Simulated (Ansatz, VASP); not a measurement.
## BaTiO3: VASP beside Ansatz

```
CELL_PARAMETERS angstrom
2.87941 1.66467 2.35415
-2.87941 1.66467 2.35415
0.00000 -3.23607 2.28844
ATOMIC_POSITIONS crystal
Ba 0.00233 0.00233 0.99421
Ti 0.51473 0.51473 0.49421
O 0.49038 0.97737 0.49422
O 0.48628 0.48628 0.99423
O 0.97737 0.49038 0.49422
```

Alike in both runs: task single point; functional r2SCAN; k mesh 6 × 6 × 6; occupations gaussian, width 0.02 eV; no spin polarisation; Hubbard terms Ti d U = 4.0 eV.

|  | VASP | Ansatz |
| --- | --- | --- |
| version | VASP 6.6.1 | Ansatz 0.2.0 |
| potentials or method | VASP PAW PBE potentials, release 64 (Ba_sv, Ti_sv, O), cutoff 520 eV | scalar-relativistic, plane waves, PAW |
| valence electrons in the cell | 40 | 40 |

|  | VASP | Ansatz | Ansatz less VASP |
| --- | --- | --- | --- |
| gap on the k mesh at the Fermi level (eV) | 2.97 | 2.96 | -0.018 |
| least direct gap on the mesh (eV) | 3.43 | 3.40 | -0.033 |
| pressure (GPa) | 2.4 | -1.4 | -3.75 |
| traceless stress, the component that is largest in VASP (GPa) | -0.89 | -0.81 | +0.083 |
| rms of the force components (eV/Å) | 0.252 | 0.000 | -0.2517 |

VASP's potentials were made for PBE, not for r2SCAN. The programs project onto different local orbitals, so the same U acts differently, and such runs can settle in different states. Atom by atom the forces differ by 0.252 eV/Å (rms over components).

Neither program's run includes spin-orbit coupling.
